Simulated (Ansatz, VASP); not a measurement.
## Zn2Bi in VASP and in Ansatz

```
Zn Bi
1.0
     5.03493    0.00000    0.00000
    -2.51747    4.36038    0.00000
     0.00000    0.00000    3.05800
Zn Bi
2 1
Cartesian
  0.0000 2.9069 1.5290
  2.5175 1.4535 1.5290
  0.0000 0.0000 0.0000
```

Alike in both runs: functional PBE; k mesh 6 × 6 × 6; occupations gaussian, width 0.1 eV; no spin polarisation.

Ansatz relaxed the structure, and its values are those at the end. VASP's run is a single point on that final structure, the one shown.

```csv
,VASP,Ansatz
version,VASP 6.6.1,Ansatz 0.2.0
potentials or method,"VASP PAW PBE potentials, release 64 (Zn, Bi_d), cutoff 520 eV","scalar-relativistic, plane waves, PAW"
valence electrons in the cell,39,39
```

```tsv
	VASP	Ansatz	Ansatz less VASP
gap on the k mesh at the Fermi level (eV)	none	none	-
pressure (GPa)	0.0	0.0	-0.05
```

A gap of «none» marks a metal or a gap that the smearing closes.

Spin-orbit coupling is off throughout.
